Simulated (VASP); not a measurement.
Input of a VASP 6.6.1 run:

The input INCAR:

```
PREC = Accurate
ENCUT = 520
EDIFF = 1E-6
ISMEAR = 0
SIGMA = 0.05
LREAL = False
LASPH = True
NELM = 100
ALGO = Normal
ISIF = 2
LWAVE = False
LCHARG = False
GGA = CA
NBANDS = 36
```

File KPOINTS:

```
Automatic mesh
0
Gamma
  9 9 2
```

The input POSCAR:

```
MgO
1.0
    2.1351500000     -2.1351500000      0.0000000000
    2.1351500000      0.0000000000     -2.1351500000
   12.0047016151     12.0047016151     12.0047016151
Mg O
6 6
Direct
    0.6666666667      0.6666666667      0.0296432468
    0.0000000000      0.0000000000      0.6225081838
    0.3333333333      0.3333333333      0.1482162342
    0.6666666667      0.6666666667      0.3853622090
    0.0000000000      0.0000000000      0.2667892216
    0.3333333333      0.3333333333      0.5039351964
    0.6666666667      0.6666666667      0.2075027279
    0.0000000000      0.0000000000      0.0889297405
    0.3333333333      0.3333333333      0.3260757153
    0.6666666667      0.6666666667      0.5632216901
    1.0000000000      1.0000000000      0.4446487027
    0.3333333333      0.3333333333      0.6817946775
```

Potentials or basis: VASP PAW LDA potentials, release 64 (Mg, O).

The run is started by

```console
$ cat potpaw_LDA.64/Mg/POTCAR potpaw_LDA.64/O/POTCAR > POTCAR
$ mpirun -np 1 vasp_std > vasp.out
```

**Question.** What does it give for the band gap on the k mesh?

**Answer.** Zero (bands 24 and 25 overlap by 0.44 eV).

**Question.** Predict the pressure.

**Answer.** -8.8 GPa.

**Question.** Estimate the largest force.

**Answer.** 1.314 eV/Å.

Forces in eV/Å, atoms in the order of the input:
```
Mg   0.204  0.204  0.204
Mg   0.641  0.641  0.641
Mg   0.387  0.387  0.387
Mg   0.331  0.331  0.331
Mg   0.331  0.331  0.331
Mg   0.335  0.335  0.335
O   -0.329 -0.329 -0.329
O   -0.072 -0.072 -0.072
O   -0.330 -0.330 -0.330
O   -0.406 -0.406 -0.406
O   -0.334 -0.334 -0.334
O   -0.759 -0.759 -0.759
```

Caveat: the cell differs from its parent crystal (the distance across one plane changed); the cell stands under tension; forces of over 1 eV/Å act on the atoms, so gaps and moduli don't describe the material at rest.
